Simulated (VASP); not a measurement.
# Fe (Fm-3m) in VASP: further runs

Runs on Fe. Level: PBE. Tasks: single point.

Everything below comes from runs of VASP 6.6.1. Logs are shortened: lines on timing, memory, paths and dates and some standing lists are left out, and cuts for length are marked.

### 1 The cell of the first run

It takes space group Fm-3m (No. 225, cubic). Conventional cell: a = 3.677 Å, b = 3.677 Å, c = 3.677 Å, α = 90.00°, β = 90.00°, γ = 90.00°. Within 3.4 Å of Fe (site symmetry m-3m) lie 12 Fe at 2.60 Å.

### 2 Single point, PBE, collinear spin, ferromagnetic start

File INCAR:

```
SYSTEM = Fe
PREC = Accurate ; ENCUT = 520
EDIFF = 1E-7 ; ISMEAR = -1
SIGMA = 0.05 ; LREAL = .FALSE.
LASPH = .TRUE. ; NELM = 150
ALGO = Normal ; ISIF = 2
LWAVE = .FALSE. ; LCHARG = .FALSE.
ISPIN = 2 ; MAGMOM = 4 4
LORBIT = 11 ; LMAXMIX = 4
GGA = PE ; NBANDS = 19
ISYM = 0
```

File KPOINTS:

```
Automatic mesh
0
G
  7 10 12
  0 0 0
```

File POSCAR:

```
Fe
1.0
   -1.8385000000     -1.8385000000     -3.6770000000
    1.8385000000     -1.8385000000      0.0000000000
   -1.8385000000     -1.8385000000      0.0000000000
Fe
2
Direct
    0.0000000000      0.0000000000      0.0000000000
    0.5000000000      0.5000000000      0.0000000000
```

Potentials or basis: VASP PAW PBE potentials, release 64 (Fe).

Run with:

```console
> cat potpaw_PBE.64/Fe/POTCAR > POTCAR
> mpirun -np 1 vasp_std > vasp.out
```

OUTCAR:

```text
SYSTEM = Fe
   PREC = Accurate
   ENCUT = 520
   EDIFF = 1E-7
   ISMEAR = -1
   LREAL = .FALSE.
   LASPH = .TRUE.
   NELM = 150
   ISIF = 2
   ISPIN = 2
   LORBIT = 11
   GGA = PE
   ISYM = 0

 ion  position               nearest neighbor table
   1  0.000  0.000  0.000-   2 2.60   2 2.60   2 2.60   2 2.60   2 2.60   2 2.60   2 2.60   2 2.60

   2  0.500  0.500  0.000-   1 2.60   1 2.60   1 2.60   1 2.60   1 2.60   1 2.60   1 2.60   1 2.60

IMPORTANT INFORMATION: All symmetrisations will be switched off!
NOSYMM: (Re-)initialisation of all symmetry stuff for point group C_1.

----------------------------------------------------------------------------------------

                                     Primitive cell

  volume of cell :      24.8571

  direct lattice vectors                    reciprocal lattice vectors
    -1.838500000 -1.838500000 -3.677000000     0.000000000  0.000000000 -0.271960838
     1.838500000 -1.838500000  0.000000000     0.271960838 -0.271960838  0.000000000
    -1.838500000 -1.838500000  0.000000000    -0.271960838 -0.271960838  0.271960838

  length of vectors
     4.503386892  2.600031634  2.600031634     0.271960838  0.384610705  0.471049988

  position of ions in fractional coordinates (direct lattice)
     0.000000000  0.000000000  0.000000000
     0.500000000  0.500000000  0.000000000

  ion indices of the primitive-cell ions
   primitive index   ion index
                 1           1
                 2           2

----------------------------------------------------------------------------------------

 KPOINTS: Automatic mesh

Automatic generation of k-mesh.
 Grid dimensions read from file:
 generate k-points for:    7   10   12

 Generating k-lattice:

  Cartesian coordinates                     Fractional coordinates (reciprocal lattice)
     0.000000000  0.000000000 -0.038851548     0.142857143  0.000000000  0.000000000
     0.027196084 -0.027196084  0.000000000     0.000000000  0.100000000  0.000000000
    -0.022663403 -0.022663403  0.022663403     0.000000000  0.000000000  0.083333333

  Length of vectors
     0.038851548  0.038461071  0.039254166

  Shift w.r.t. Gamma in fractional coordinates (k-lattice)
     0.000000000  0.000000000  0.000000000

 -----------------------------------------------------------------------------
|                                                                             |
|           W    W    AA    RRRRR   N    N  II  N    N   GGGG   !!!           |
|           W    W   A  A   R    R  NN   N  II  NN   N  G    G  !!!           |
|           W    W  A    A  R    R  N N  N  II  N N  N  G       !!!           |
|           W WW W  AAAAAA  RRRRR   N  N N  II  N  N N  G  GGG   !            |
|           WW  WW  A    A  R   R   N   NN  II  N   NN  G    G                |
|           W    W  A    A  R    R  N    N  II  N    N   GGGG   !!!           |
|                                                                             |
|     Your reciprocal lattice and k-lattice belong to different lattice       |
|     classes:                                                                |
|                                                                             |
|        The reciprocal lattice is simple tetragonal,                         |
|        whereas your k-lattice is simple monoclinic.                         |
|                                                                             |
|     Results are often still useful ...                                      |
|                                                                             |
 -----------------------------------------------------------------------------

 WARNING: IBZKPT: internal override: KBLOWUP is changed to .FALSE.
      ... skipping the blow-up phase ...

 Subroutine IBZKPT returns following result:
 ===========================================

 Found    422 irreducible k-points:

 Following reciprocal coordinates:
            Coordinates               Weight
  0.000000  0.000000  0.000000      1.000000
  0.142857  0.000000  0.000000      2.000000
  0.285714  0.000000  0.000000      2.000000
  0.428571  0.000000  0.000000      2.000000
  0.000000  0.100000  0.000000      2.000000
  0.142857  0.100000  0.000000      2.000000
[... 16 lines left out ...]
 -0.428571  0.300000  0.000000      2.000000
 -0.285714  0.300000  0.000000      2.000000
 [... further k-points ...]
   k-points           NKPTS =    422   k-points in BZ     NKDIM =    422   number of bands    NBANDS=     19
   number of dos      NEDOS =    301   number of ions     NIONS =      2
   total plane-waves  NPLWV =  14400
   dimension x,y,z NGX =    36 NGY =   20 NGZ =   20
   dimension x,y,z NGXF=    72 NGYF=   40 NGZF=   40
   ions per type =               2
   NGX,Y,Z   is equivalent  to a cutoff of  13.29, 12.79, 12.79 a.u.
   NGXF,Y,Z  is equivalent  to a cutoff of  26.58, 25.58, 25.58 a.u.
 SYSTEM =  Fe
   PREC   = accura    normal or accurate (medium, high low for compatibility)
   ISTART =      0    job   : 0-new  1-cont  2-samecut
   ICHARG =      2    charge: 1-file 2-atom 10-const
   ISPIN  =      2    spin polarized calculation?
   LNONCOLLINEAR =      F non collinear calculations
   LSORBIT =      F    spin-orbit coupling
   LASPH  =      T    aspherical Exc in radial PAW
   ENCUT  =  520.0 eV  38.22 Ry    6.18 a.u.   8.37  4.83  4.83*2*pi/ulx,y,z
   NELM   =    150;   NELMIN=  2; NELMDL= -5     # of ELM steps
   EDIFF  = 0.1E-06   stopping-criterion for ELM
   LREAL  =      F    real-space projection
   EDIFFG = 0.1E-05   stopping-criterion for IOM
   NSW    =      0    number of steps for IOM
   IBRION =     -1    ionic relax: 0-MD 1-quasi-New 2-CG
   NFREE  =      0    steps in history (QN), initial steepest desc. (CG)
   ISIF   =      2    stress and relaxation
   ISYM   =      0    0-nonsym 1-usesym 2-fastsym
   POTIM  = 0.5000    time-step for ionic-motion
   TEBEG  =    0.0;   TEEND  =   0.0 temperature during run
   PSTRESS=    0.0 pullay stress
   NELECT =      16.0000    total number of electrons
   NUPDOWN=      -1.0000    fix difference up-down
   EMIN   =  10.00;   EMAX   =-10.00  energy-range for DOS
   EFERMI =   0.00;   METHOD = LEGACY
   ISMEAR =    -1;   SIGMA  =   0.05  broadening in eV -4-tet -1-fermi 0-gaus
   EFERMI_NEDOS =   21; number of points for ismear=-14 and -15
   IALGO  =     38    algorithm
   IMIX   =      4    mixing-type and parameters
     AMIX     =   0.40;   BMIX     =  1.00
     AMIX_MAG =   1.60;   BMIX_MAG =  1.00
  volume/ion in A,a.u.               =      12.43        83.87
  Fermi-wavevector in a.u.,A,eV,Ry     =   1.413507  2.671140 27.184455  1.998001
  Thomas-Fermi vector in A             =   2.535145
   LORBIT       =     11    0 simple, 1 ext, 2 COOP (PROOUT), +10 PAW based schemes
   GGA     = PE    functional components
   LHFCALC =     F    Hartree Fock is set to
   AEXX    =    0.0000 exact exchange contribution
   IVDW    =     0    specifies the selected vdW correction
   LEPSILON=     F    determine dielectric tensor
   LRPA    =     F    only Hartree local field effects (RPA)
 spin polarized calculation
  energy-cutoff  :      520.00
  volume of cell :       24.86
 maximum number of plane-waves:       684
 NGX is ok and might be reduce to    36
   NGX = 17   NGY =  9   NGZ =  9

 number of electron      15.9999993 magnetization       5.2538362

 Free energy of the ion-electron system (eV)
  ---------------------------------------------------
  ext. energy  EPLUGINS =         0.00000000
  ---------------------------------------------------
  free energy    TOTEN  =       -16.16389502 eV

  energy without entropy =      -16.14510739  energy(sigma->0) =      -16.15450121

 E-fermi :   5.2199     XC(G=0): -12.6023

 val. band max:        5.2196158449   @ k =   0.4286  -0.3000   0.1667
 cond. band min:       5.2214561293   @ k =   0.1429   0.0000   0.0833
 fundamental gap:      0.0018402844
 Fermi energy:         5.2198608277

 spin component 1

 k-point     1 :       0.0000    0.0000    0.0000
  band No.  band energies     occupation
      1      -3.0055      1.00000
      2       0.3532      1.00000
      3       0.9691      1.00000
      4       2.7651      1.00000
      5       2.7699      1.00000
      6       2.7707      1.00000
[... 11 lines left out ...]
     18      27.0384      0.00000
     19      30.4828      0.00000

 k-point     2 :       0.1429    0.0000    0.0000
  band No.  band energies     occupation
      1      -2.7576      1.00000
      2       0.4011      1.00000
      3       1.0502      1.00000
      4       2.6674      1.00000
      5       2.8475      1.00000
      6       2.8485      1.00000
[... 11 lines left out ...]
     18      27.1271      0.00000
     19      28.8965      0.00000

 k-point     3 :       0.2857    0.0000    0.0000
  band No.  band energies     occupation
      1      -2.0426      1.00000
      2       0.4343      1.00000
      3       1.2814      1.00000
      4       2.3988      1.00000
      5       3.0753      1.00000
      6       3.0763      1.00000
[... 11 lines left out ...]
     18      26.4966      0.00000
     19      26.4970      0.00000

 k-point     4 :       0.4286    0.0000    0.0000
  band No.  band energies     occupation
      1      -0.9819      1.00000
      2       0.0412      1.00000
      3       1.6260      1.00000
      4       2.0243      1.00000
      5       3.1380      1.00000
      6       3.3481      1.00000
[... 407 lines left out ...]
     18      26.4162      0.00000
     19      26.4518      0.00000

 k-point    23 :      -0.4286    0.3000    0.0000
  band No.  band energies     occupation
      1       0.1632      1.00000
      2       0.6901      1.00000
      3       2.3169      1.00000
      4       2.6770      1.00000
      5       2.8296      1.00000
      6       2.8319      1.00000
[... 11 lines left out ...]
     18      26.4162      0.00000
     19      26.4518      0.00000

 k-point    24 :      -0.2857    0.3000    0.0000
  band No.  band energies     occupation
      1      -0.3989      1.00000
      2       1.0845      1.00000
      3       1.9072      1.00000
      4       2.6203      1.00000
      5       2.8089      1.00000
      6       2.8419      1.00000
[... 11 lines left out ...]
     18      26.4299      0.00000
     19      28.2680      0.00000

 [... further k-points ...]

 spin component 2

 k-point     1 :       0.0000    0.0000    0.0000
  band No.  band energies     occupation
      1      -2.7785      1.00000
      2       2.1861      1.00000
      3       2.9133      1.00000
      4       5.1640      0.75347
      5       5.1667      0.74328
      6       5.1738      0.71512
[... 11 lines left out ...]
     18      27.8239      0.00000
     19      30.8768      0.00000

 k-point     2 :       0.1429    0.0000    0.0000
  band No.  band energies     occupation
      1      -2.5294      1.00000
      2       2.1175      1.00000
      3       3.0118      1.00000
      4       5.0457      0.97021
      5       5.2490      0.35810
      6       5.2518      0.34551
[... 11 lines left out ...]
     18      27.9136      0.00000
     19      29.4888      0.00000

 k-point     3 :       0.2857    0.0000    0.0000
  band No.  band energies     occupation
      1      -1.8043      1.00000
      2       1.6925      1.00000
      3       3.2943      1.00000
      4       4.6974      0.99997
      5       5.5002      0.00366
      6       5.5030      0.00346
[... 11 lines left out ...]
     18      27.1923      0.00000
     19      27.1933      0.00000

 k-point     4 :       0.4286    0.0000    0.0000
  band No.  band energies     occupation
      1      -0.6831      1.00000
      2       0.6327      1.00000
      3       3.7199      1.00000
      4       4.2195      1.00000
      5       5.6041      0.00046
      6       5.8627      0.00000
[... 407 lines left out ...]
     18      27.0199      0.00000
     19      27.1620      0.00000

 k-point    23 :      -0.4286    0.3000    0.0000
  band No.  band energies     occupation
      1       0.8679      1.00000
      2       1.7924      1.00000
      3       4.1436      1.00000
      4       4.3652      1.00000
      5       5.0246      0.98027
      6       5.2826      0.22192
[... 11 lines left out ...]
     18      27.0199      0.00000
     19      27.1620      0.00000

 k-point    24 :      -0.2857    0.3000    0.0000
  band No.  band energies     occupation
      1       0.0408      1.00000
      2       2.6090      1.00000
      3       3.7736      1.00000
      4       4.4346      1.00000
      5       4.8281      0.99960
      6       5.4140      0.02016
[... 11 lines left out ...]
     18      26.1301      0.00000
     19      29.0204      0.00000

 [... further k-points ...]
[... 5 lines left out ...]
  --------------------------------------------------------------------------------------
  -------------------------------------------------------------------------------------
  Total       -0.7511857     -0.7511708     -0.8393832     -0.0156843      0.0091212      0.0091209
  in kB      -48.4180173    -48.4170592    -54.1028267     -1.0109393      0.5879107      0.5878891
  external PRESSURE =     -50.3126344 kB  Pullay stress =       0.0000000 kB

 VOLUME and BASIS-vectors are now :
 -----------------------------------------------------------------------------
  energy-cutoff  :      520.00
  volume of cell :       24.86
      direct lattice vectors                 reciprocal lattice vectors
    -1.838500000 -1.838500000 -3.677000000     0.000000000  0.000000000 -0.271960838
     1.838500000 -1.838500000  0.000000000     0.271960838 -0.271960838  0.000000000
    -1.838500000 -1.838500000  0.000000000    -0.271960838 -0.271960838  0.271960838

 POSITION                                       TOTAL-FORCE (eV/Angst)
 -----------------------------------------------------------------------------------
      0.00000      0.00000      0.00000         0.000000     -0.000000      0.000000
      0.00000     -1.83850     -1.83850        -0.000000      0.000000     -0.000000
 -----------------------------------------------------------------------------------
    total drift:                                0.000000      0.000000      0.000000

  FREE ENERGIE OF THE ION-ELECTRON SYSTEM (eV)
  ---------------------------------------------------
  free  energy   TOTEN  =       -16.1638950157 eV

  energy  without entropy=      -16.1451073943  energy(sigma->0) =      -16.15450121

 total charge

# of ion       s       p       d       tot
------------------------------------------
    1        0.460   0.475   6.161   7.096
    2        0.460   0.475   6.161   7.096
--------------------------------------------------
tot          0.921   0.950  12.321  14.192

 magnetization (x)

# of ion       s       p       d       tot
------------------------------------------
    1       -0.016  -0.052   2.699   2.632
    2       -0.016  -0.052   2.699   2.632
--------------------------------------------------
tot         -0.032  -0.103   5.398   5.263
```

It took 9.9 min on 1 thread of Oxide Virtual Turin-like, shared host; peak memory 0.33 GiB.

What came out:

| Quantity | Value |
| --- | --- |
| Free energy | -16.1639 eV |
| Pressure | -5.0 GPa |
| Net moment | 5.25 μB per cell |
| Site moments | Fe +2.63 μB |
| Valence electrons inside the program's atomic spheres | Fe 7.10 |

Stress tensor (GPa, compression positive):
```
-4.84 -0.10  0.06
-0.10 -4.84  0.06
 0.06  0.06 -5.41
```

Levels at points of the mesh, in eV from the Fermi level:
Spin up:
| k point | band 9 | band 10 | band 11 | band 12 | band 13 | band 14 |
| --- | --- | --- | --- | --- | --- | --- |
| (0.00, 0.00, 0.00) | -0.80 | -0.38 | -0.38 | 2.37 | 8.84 | 13.68 |
| (0.00, 0.50, 0.00) | -1.36 | -1.36 | 1.01 | 1.01 | 10.92 | 10.92 |
| (0.00, 0.00, 0.50) | -0.65 | -0.65 | -0.17 | -0.17 | 5.66 | 5.66 |
| (0.00, 0.50, 0.50) | -0.39 | -0.39 | 7.39 | 7.39 | 7.39 | 7.39 |
Spin down:
```
           k point  band 2  band 3  band 4  band 5  band 6  band 7  band 8  band 9  band 10  band 11
(0.00, 0.00, 0.00)   -3.03   -2.31   -0.06   -0.05   -0.05    1.49    1.49    2.35     2.36     2.36
(0.00, 0.50, 0.00)   -3.19   -1.09   -1.09   -0.62   -0.62    0.88    0.88    1.22     1.22     3.36
(0.00, 0.00, 0.50)   -3.34   -0.05   -0.05   -0.02   -0.02   -0.02   -0.01    2.23     2.23     2.24
(0.00, 0.50, 0.50)   -2.02   -1.16   -1.16   -1.16   -1.16    1.29    1.29    2.37     2.37     8.34
```

### 3 Single point, PBE, collinear spin, ferromagnetic start

File INCAR:

```
PREC     = Accurate       # precision mode
ENCUT    = 520            # plane-wave cutoff, eV
EDIFF    = 1E-6           # SCF threshold, eV
ISMEAR   = -1             # smearing method
SIGMA    = 0.05           # smearing width, eV
LREAL    = False          # projectors in reciprocal space
LASPH    = True           # aspherical terms in the spheres
NELM     = 150            # most SCF steps
ALGO     = Normal         # electronic algorithm
ISIF     = 2              # what is computed and relaxed
LWAVE    = False          # write WAVECAR
LCHARG   = True           # write CHGCAR
ISPIN    = 2              # spin polarisation
MAGMOM   = 4 4            # initial moments
LORBIT   = 11             # projections on sites
LMAXMIX  = 4              # l up to which the mixer works
GGA      = PE             # functional
LELF     = True           # ELF
LVHAR    = True         
NBANDS   = 19             # bands
ISYM     = 0
```

File KPOINTS:

```
Automatic mesh
0
Gamma
  7 10 12
```

POSCAR is that of step 2.

Potentials or basis: VASP PAW PBE potentials, release 64 (Fe).

Run with:

```console
> cat potpaw_PBE.64/Fe/POTCAR > POTCAR
> mpirun -np 1 vasp_std > vasp.out
```

Run time: 7.5 min. Hardware: 1 thread of Oxide Virtual Turin-like, shared host; peak memory 0.34 GiB.

Results (log left out):

* Free energy: -16.1639 eV
* Pressure: -5.0 GPa
* Net moment: 5.25 μB per cell
* Site moments: Fe +2.63 μB
* Valence electrons inside the program's atomic spheres: Fe 7.10

Stress tensor (GPa, compression positive):
```
-4.79 -0.10  0.06
-0.10 -4.79  0.06
 0.06  0.06 -5.36
```

Levels at points of the mesh, in eV from the Fermi level:
Spin up:
| k point | band 9 | band 10 | band 11 | band 12 | band 13 | band 14 |
| --- | --- | --- | --- | --- | --- | --- |
| (0.00, 0.00, 0.00) | -0.80 | -0.38 | -0.38 | 2.37 | 8.84 | 13.68 |
| (0.00, 0.50, 0.00) | -1.36 | -1.36 | 1.01 | 1.01 | 10.92 | 10.92 |
| (0.00, 0.00, 0.50) | -0.65 | -0.65 | -0.17 | -0.17 | 5.66 | 5.66 |
| (0.00, 0.50, 0.50) | -0.39 | -0.39 | 7.39 | 7.39 | 7.39 | 7.39 |
Spin down:
| k point | band 4 | band 5 | band 6 | band 7 | band 8 | band 9 |
| --- | --- | --- | --- | --- | --- | --- |
| (0.00, 0.00, 0.00) | -0.06 | -0.05 | -0.05 | 1.49 | 1.49 | 2.35 |
| (0.00, 0.50, 0.00) | -1.09 | -0.62 | -0.62 | 0.88 | 0.88 | 1.22 |
| (0.00, 0.00, 0.50) | -0.05 | -0.02 | -0.02 | -0.02 | -0.01 | 2.23 |
| (0.00, 0.50, 0.50) | -1.16 | -1.16 | -1.16 | 1.29 | 1.29 | 2.37 |
